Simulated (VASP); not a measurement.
Ga2O3:

```
CELL_PARAMETERS angstrom
6.06601 -1.50836 0.00000
6.06601 1.50836 0.00000
-1.37669 0.00000 5.59222
ATOMIC_POSITIONS crystal
Ga 0.34134 0.34134 0.68598
Ga 0.65866 0.65866 0.31402
Ga 0.90950 0.90950 0.20540
Ga 0.09050 0.09050 0.79460
O 0.50410 0.50410 0.74340
O 0.49590 0.49590 0.25660
O 0.82670 0.82670 0.43680
O 0.17330 0.17330 0.56320
O 0.83550 0.83550 0.89020
O 0.16450 0.16450 0.10980
```

Base run:

```yaml
Program: VASP 6.6.1
Functional: PBEsol
Potentials_or_basis: VASP PAW PBE potentials, release 64 (Ga_d, O)
Cutoff: 520 eV
k_mesh: 9 × 9 × 5
Occupations: fermi-dirac, width 0.05 eV
Spin: no spin polarisation
```

Its results: band gap on the k mesh 2.53 eV (least direct gap 2.54 eV); pressure 7.2 GPa; largest force 0.217 eV/Å.

**Question.** The run is repeated on the same cell with these changes: functional from PBEsol to PBE; dispersion from none to D3(BJ). What comes out?

**Answer.** Band gap on the k mesh 2.61 eV (least direct gap 2.63 eV); pressure 11.6 GPa; largest force 0.356 eV/Å.

Several settings changed at once.

Caveats: the cell stands under pressure; the PAW data sets were made with another functional, which shifts forces and pressure a little (at least some runs).

A k mesh can miss the band edges.
